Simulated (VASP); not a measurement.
Here is a VASP 6.6.1 calculation.

The input POSCAR:

```
Sn8O16F
1.0
    4.8274600300      4.8274600300      0.0000000000
   -4.8274600300      4.8274600300      0.0000000000
    0.0000000000      0.0000000000      6.4759066800
Sn O F
8 16 1
Direct
    0.0110357400      0.4897748900      0.2418574700
    0.5024389000     -0.0017516700      0.2462928500
    0.0083786400      0.0111648900      0.0120963900
    0.4987797400      0.4979473500      0.0027043400
    0.0070348900      0.5098154000      0.7471427700
    0.4975173600     -0.0099791600      0.7496014400
   -0.0076724200      0.0013282400      0.5051804100
    0.5124012600      0.4932605100      0.5012129100
    0.0020714900      0.8073374700      0.2555022200
    0.5367570100      0.3052194900      0.2543385800
   -0.0775679700      0.1893448200      0.2722716100
    0.5082489700      0.6884923600      0.2544703000
    0.3149367500     -0.0555836000     -0.0056805100
    0.8121737200      0.5008462400     -0.0035815600
    0.1976410800      0.5660820800     -0.0136414300
    0.6952389000     -0.0057061600     -0.0042770900
   -0.0059871800      0.8166127200      0.7519694400
    0.4977025500      0.2998000000      0.7551236900
    0.0027000400      0.1997299700      0.7545572700
    0.5130844900      0.6834496200      0.7455019500
    0.3026908700      0.0047072900      0.4953745400
    0.8176022000      0.5105984400      0.5005072300
    0.2025702200      0.4929721900      0.4946630600
    0.6843588800     -0.0168577700      0.5053819300
    0.2152321700      0.2498063700      0.1131323600
```

The input INCAR.step1:

```
PREC = Accurate
ENCUT = 580
ISMEAR = -1
SIGMA = 0.01
LREAL = Auto
LASPH = True
NELM = 120
NBANDS = 126
NELECT = 216.0
GGA = PE
ALGO = Normal
EDIFF = 1E-5
LWAVE = True
LCHARG = False
GGA_COMPAT = False
ISYM = -1
```

Contents of INCAR.step2:

```
PREC = Accurate
ENCUT = 580
EDIFF = 1E-6
ISMEAR = -1
SIGMA = 0.01
LREAL = Auto
LASPH = True
NELM = 120
ALGO = Normal
ISIF = 2
LWAVE = False
LCHARG = False
METAGGA = R2SCAN
LMIXTAU = True
NBANDS = 126
NELECT = 216.0
ISTART = 1
GGA_COMPAT = False
ISYM = -1
```

KPOINTS

```
explicit points
1
Reciprocal
  0.25000000   0.25000000   0.25000000 1
```

Potentials or basis: VASP PAW PBE potentials, release 64 (Sn_d, O, F).

Run with:

```sh
$ cat potpaw_PBE.64/Sn_d/POTCAR potpaw_PBE.64/O/POTCAR potpaw_PBE.64/F/POTCAR > POTCAR
$ cp INCAR.step1 INCAR
$ mpirun -np 1 vasp_std > vasp.out
$ cp INCAR.step2 INCAR
$ mpirun -np 1 vasp_std > vasp.out
```

Question: Predict the largest force.

Answer: 0.299 eV/Å.

Forces on the atoms (eV/Å):
```
Sn  -0.088 -0.025 -0.015
Sn   0.083  0.005  0.000
Sn   0.037 -0.069 -0.004
Sn  -0.059  0.078  0.006
Sn  -0.102  0.034  0.033
Sn   0.116 -0.023  0.010
Sn  -0.043 -0.101  0.001
Sn   0.010  0.098 -0.027
O   -0.047  0.052  0.013
O   -0.113 -0.107 -0.004
O    0.213  0.210 -0.009
O    0.012 -0.029  0.009
O   -0.147  0.180 -0.009
O    0.032 -0.002 -0.006
O    0.201 -0.209  0.007
O   -0.037 -0.002  0.010
O    0.009  0.035 -0.060
O    0.000 -0.005 -0.004
O    0.023  0.016  0.013
O    0.001 -0.051 -0.018
O    0.002  0.003 -0.003
O    0.047 -0.025  0.051
O   -0.008 -0.012 -0.021
O   -0.062  0.024  0.013
F   -0.080 -0.074  0.013
```

Caveat: the cell carries a net charge on a neutralising background, which shifts energy and pressure; the PAW data sets were made with another functional, which shifts forces and pressure a little.
